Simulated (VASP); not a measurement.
# PtC2I2 in VASP: a series of runs

PtC2I2 is run at these levels: LDA, revPBE; tasks: single point.

All numbers are computed with VASP 6.6.1; they aren't measurements. Logs are shortened: lines on timing, memory, paths and dates and some standing lists are left out, and cuts for length are marked.

### Step 1. The cell of the first run

The typed cell holds 5 atoms: a = 5.445 Å, b = 5.445 Å, c = 5.299 Å, α = 90.00°, β = 90.00°, γ = 120.00°.

### Step 2. Single point, LDA

The input, INCAR:

```
SYSTEM = PtC2I2
PREC = Accurate
ENCUT = 520
EDIFF = 1E-7
ISMEAR = -1
SIGMA = 0.0749
LREAL = .False.
LASPH = .True.
NELM = 60
ALGO = Normal
ISIF = 2
LWAVE = .False.
LCHARG = .True.
LELF = .True.
LVHAR = .True.
NBANDS = 24
```

The input, KPOINTS:

```
Automatic mesh
0
Gamma
  4 4 4
  0 0 0
```

The input, POSCAR:

```
PtC2I2
1.0
    5.4453480000      0.0000000000      0.0000000000
   -2.7226740000      4.7158120000      0.0000000000
    0.0000000000      0.0000000000      5.2989900000
C Pt I
2 1 2
Direct
    0.0000000000      0.0000000000      0.3794000000
    0.0000000000      0.0000000000      0.6206000000
    0.0000000000      0.0000000000      0.0000000000
    0.3333000000      0.6667000000      0.2758000000
    0.6667000000      0.3333000000      0.7242000000
```

Potentials or basis: VASP PAW LDA potentials, release 64 (C, Pt, I).

Started as:

```console
> cat potpaw_LDA.64/C/POTCAR potpaw_LDA.64/Pt/POTCAR potpaw_LDA.64/I/POTCAR > POTCAR
> mpirun -np 1 vasp_std > vasp.out
```

OUTCAR:

```text
SYSTEM = PtC2I2
   PREC = Accurate
   ENCUT = 520
   EDIFF = 1E-7
   ISMEAR = -1
   LREAL = .False.
   LASPH = .True.
   NELM = 60
   ISIF = 2

 ion  position               nearest neighbor table
   1  0.000  0.000  0.379-   2 1.28   3 2.01
   2  0.000  0.000  0.621-   1 1.28   3 2.01
   3  0.000  0.000  0.000-   1 2.01   2 2.01   4 3.47   5 3.47   5 3.47   4 3.47   5 3.47   4 3.47

   4  0.333  0.667  0.276-   3 3.47   3 3.47   3 3.47
   5  0.667  0.333  0.724-   3 3.47   3 3.47   3 3.47

  LATTYP: Found a hexagonal cell.
 ALAT       =     5.4453480000
 C/A-ratio  =     0.9731223790

  Lattice vectors:

 A1 = (   5.4453480000,   0.0000000000,   0.0000000000)
 A2 = (  -2.7226740000,   4.7158120000,   0.0000000000)
 A3 = (   0.0000000000,   0.0000000000,   5.2989900000)

Analysis of symmetry for initial positions (statically):
=====================================================================
 Subroutine PRICEL returns:
 Original cell was already a primitive cell.

 Routine SETGRP: Setting up the symmetry group for a
 hexagonal supercell.

 Subroutine GETGRP returns: Found  4 space group operations
 (whereof  4 operations were pure point group operations)
 out of a pool of 24 trial point group operations.

The static configuration has the point symmetry C_2h.

Analysis of symmetry for dynamics (positions and initial velocities):
=====================================================================
 Subroutine PRICEL returns:
 Original cell was already a primitive cell.

 Routine SETGRP: Setting up the symmetry group for a
 hexagonal supercell.

 Subroutine GETGRP returns: Found  4 space group operations
 (whereof  4 operations were pure point group operations)
 out of a pool of 24 trial point group operations.

The dynamic configuration has the point symmetry C_2h.

 Subroutine INISYM returns: Found  4 space group operations
 (whereof  4 operations are pure point group operations),
 and found     1 'primitive' translations

----------------------------------------------------------------------------------------

                                     Primitive cell

  volume of cell :     136.0740

  direct lattice vectors                    reciprocal lattice vectors
[... 88 lines left out ...]
   LSORBIT =      F    spin-orbit coupling
   LASPH  =      T    aspherical Exc in radial PAW
   ENCUT  =  520.0 eV  38.22 Ry    6.18 a.u.  10.12 10.12  9.85*2*pi/ulx,y,z
   NELM   =     60;   NELMIN=  2; NELMDL= -5     # of ELM steps
   EDIFF  = 0.1E-06   stopping-criterion for ELM
   LREAL  =      F    real-space projection
   EDIFFG = 0.1E-05   stopping-criterion for IOM
   NSW    =      0    number of steps for IOM
   IBRION =     -1    ionic relax: 0-MD 1-quasi-New 2-CG
   NFREE  =      0    steps in history (QN), initial steepest desc. (CG)
   ISIF   =      2    stress and relaxation
   ISYM   =      2    0-nonsym 1-usesym 2-fastsym
   POTIM  = 0.5000    time-step for ionic-motion
   TEBEG  =    0.0;   TEEND  =   0.0 temperature during run
   PSTRESS=    0.0 pullay stress
   NELECT =      32.0000    total number of electrons
   NUPDOWN=      -1.0000    fix difference up-down
   EMIN   =  10.00;   EMAX   =-10.00  energy-range for DOS
   EFERMI =   0.00;   METHOD = LEGACY
   ISMEAR =    -1;   SIGMA  =   0.07  broadening in eV -4-tet -1-fermi 0-gaus
   EFERMI_NEDOS =   21; number of points for ismear=-14 and -15
   IALGO  =     38    algorithm
   IMIX   =      4    mixing-type and parameters
     AMIX     =   0.40;   BMIX     =  1.00
     AMIX_MAG =   1.60;   BMIX_MAG =  1.00
  volume/ion in A,a.u.               =      27.21       183.65
  Fermi-wavevector in a.u.,A,eV,Ry     =   1.010492  1.909554 13.892841  1.021095
  Thomas-Fermi vector in A             =   2.143485
   LORBIT       =      0    0 simple, 1 ext, 2 COOP (PROOUT), +10 PAW based schemes
   GGA     = CA    functional components
   LHFCALC =     F    Hartree Fock is set to
   AEXX    =    0.0000 exact exchange contribution
   IVDW    =     0    specifies the selected vdW correction
   LEPSILON=     F    determine dielectric tensor
   LRPA    =     F    only Hartree local field effects (RPA)
 non-spin polarized calculation
  energy-cutoff  :      520.00
  volume of cell :      136.07
 maximum number of plane-waves:      3692
   NGX = 21   NGY = 21   NGZ = 19

 number of electron      32.0000003 magnetization

 Free energy of the ion-electron system (eV)
  ---------------------------------------------------
  ext. energy  EPLUGINS =         0.00000000
  ---------------------------------------------------
  free energy    TOTEN  =       -25.20862273 eV

  energy without entropy =      -25.07268660  energy(sigma->0) =      -25.14065466

 E-fermi :   2.1869     XC(G=0):  -9.0331

 val. band max:        2.1838924565   @ k =   0.0000   0.0000   0.0000
 cond. band min:       2.2739786407   @ k =  -0.2500   0.2500   0.2500
 fundamental gap:      0.0900861842
 Fermi energy:         2.1869127686

 k-point     1 :       0.0000    0.0000    0.0000
  band No.  band energies     occupation
      1     -11.3616      2.00000
      2      -9.6819      2.00000
      3      -9.3296      2.00000
      4      -4.0691      2.00000
      5      -2.6063      2.00000
      6      -0.8936      2.00000
[... 637 lines left out ...]
     23       9.6869      0.00000
     24      10.4005      0.00000

------------------------ aborting loop because EDIFF is reached ----------------------------------------

  FORCE on cell =-STRESS in cart. coord.  units (eV):
  Direction    XX          YY          ZZ          XY          YZ          ZX
  --------------------------------------------------------------------------------------
  -------------------------------------------------------------------------------------
  Total       -5.0205093     -5.0186177    -11.8460669      0.0016424      0.0002606     -0.0004513
  in kB      -59.1130184    -59.0907458   -139.4792298      0.0193386      0.0030679     -0.0053132
  external PRESSURE =     -85.8943313 kB  Pullay stress =       0.0000000 kB

 VOLUME and BASIS-vectors are now :
 -----------------------------------------------------------------------------
  energy-cutoff  :      520.00
  volume of cell :      136.07
      direct lattice vectors                 reciprocal lattice vectors
     5.445348000  0.000000000  0.000000000     0.183642992  0.106026279  0.000000000
    -2.722674000  4.715812000  0.000000000     0.000000000  0.212052558  0.000000000
     0.000000000  0.000000000  5.298990000     0.000000000  0.000000000  0.188715208

 POSITION                                       TOTAL-FORCE (eV/Angst)
 -----------------------------------------------------------------------------------
      0.00000      0.00000      2.01044        -0.000016      0.000009     -1.978556
      0.00000      0.00000      3.28855         0.000016     -0.000009      1.978556
      0.00000      0.00000      0.00000         0.000000      0.000000      0.000000
     -0.00027      3.14403      1.46146        -0.000411      0.000237     -0.336088
      2.72295      1.57178      3.83753         0.000411     -0.000237      0.336088
 -----------------------------------------------------------------------------------
    total drift:                                0.000000      0.000000      0.000000

  FREE ENERGIE OF THE ION-ELECTRON SYSTEM (eV)
  ---------------------------------------------------
  free  energy   TOTEN  =       -25.2086227252 eV

  energy  without entropy=      -25.0726866016  energy(sigma->0) =      -25.14065466
```

It took 56 s on 1 thread of AMD EPYC 7R13 (Zen 3), shared host; peak memory 0.21 GiB.

What came out:

| Quantity | Value |
| --- | --- |
| Free energy | -25.2086 eV |
| Pressure | -8.6 GPa |
| Largest force | 1.979 eV/Å |
| Band gap on the k mesh | zero (bands 16 and 17 overlap by 0.41 eV) |

Forces in eV/Å, atoms in the order of the input:
```
C    0.000  0.000 -1.979
C    0.000  0.000  1.979
Pt   0.000  0.000  0.000
I    0.000  0.000 -0.336
I    0.000  0.000  0.336
```

Levels at points of the mesh, in eV from the Fermi level:
| k point | band 14 | band 15 | band 16 | band 17 | band 18 | band 19 |
| --- | --- | --- | --- | --- | --- | --- |
| (0.00, 0.00, 0.00) | -0.61 | -0.36 | -0.15 | 0.00 | 0.00 | 5.70 |
| (0.50, 0.00, 0.00) | -0.79 | -0.49 | -0.40 | -0.02 | 0.70 | 5.38 |
| (0.50, 0.50, 0.00) | -0.79 | -0.49 | -0.40 | -0.02 | 0.70 | 5.38 |
| (0.00, 0.00, 0.50) | -0.43 | -0.43 | 0.25 | 0.32 | 0.32 | 3.03 |
| (0.50, 0.00, 0.50) | -0.85 | -0.24 | 0.29 | 0.30 | 0.71 | 3.63 |
| (0.50, 0.50, 0.50) | -0.85 | -0.24 | 0.29 | 0.30 | 0.71 | 3.63 |

Caveat: the cell stands under tension; spin-orbit coupling is left out, which moves the levels of the heavy elements; forces of over 1 eV/Å act on the atoms, so gaps and moduli don't describe the material at rest.

### Step 3. Single point, revPBE

The input, INCAR:

```
SYSTEM = PtC2I2
PREC = Accurate
ENCUT = 520
EDIFF = 1E-6
ISMEAR = -1
SIGMA = 0.0749
LREAL = .FALSE.
LASPH = .TRUE.
NELM = 80
ALGO = Normal
ISIF = 2
LWAVE = .FALSE.
LCHARG = .TRUE.
GGA = RE
LELF = .TRUE.
LVHAR = .TRUE.
NBANDS = 24
```

The input, KPOINTS:

```
regular mesh
0
G
  4 4 4
  0 0 0
```

POSCAR is that of step 2.

Potentials or basis: VASP PAW PBE potentials, release 64 (C, Pt, I).

Started as:

```console
> cat potpaw_PBE.64/C/POTCAR potpaw_PBE.64/Pt/POTCAR potpaw_PBE.64/I/POTCAR > POTCAR
> mpirun -np 1 vasp_std > vasp.out
```

Run time: 61 s. Hardware: 1 thread of AMD EPYC 7R13 (Zen 3), shared host; peak memory 0.25 GiB.

Results (log left out):

```yaml
Free_energy: -20.2408 eV
Pressure: -3.3 GPa
Largest_force: 2.127 eV/Å
Band_gap_on_the_k_mesh: zero (bands 16 and 17 overlap by 0.41 eV)
```

Forces in eV/Å, atoms in the order of the input:
```
C    0.000  0.000 -2.127
C    0.000  0.000  2.127
Pt   0.000  0.000  0.000
I    0.000  0.000 -0.349
I    0.000  0.000  0.349
```

Stress tensor (GPa, compression positive):
```
-1.31  0.00  0.00
 0.00 -1.31  0.00
 0.00  0.00 -7.25
```

Levels at points of the mesh, in eV from the Fermi level:
| k point | band 13 | band 14 | band 15 | band 16 | band 17 | band 18 | band 19 | band 20 |
| --- | --- | --- | --- | --- | --- | --- | --- | --- |
| (0.00, 0.00, 0.00) | -0.61 | -0.61 | -0.38 | -0.07 | 0.00 | 0.00 | 5.92 | 5.92 |
| (0.50, 0.00, 0.00) | -1.42 | -0.78 | -0.48 | -0.41 | -0.03 | 0.73 | 5.60 | 6.15 |
| (0.50, 0.50, 0.00) | -1.42 | -0.78 | -0.48 | -0.41 | -0.03 | 0.73 | 5.60 | 6.15 |
| (0.00, 0.00, 0.50) | -1.48 | -0.43 | -0.43 | 0.26 | 0.32 | 0.32 | 3.17 | 3.17 |
| (0.50, 0.00, 0.50) | -0.86 | -0.84 | -0.25 | 0.29 | 0.30 | 0.71 | 3.74 | 4.34 |
| (0.50, 0.50, 0.50) | -0.86 | -0.84 | -0.25 | 0.29 | 0.30 | 0.72 | 3.74 | 4.34 |

Caveat: the cell stands under tension; the PAW data sets were made with another functional, which shifts forces and pressure a little; spin-orbit coupling is left out, which moves the levels of the heavy elements.
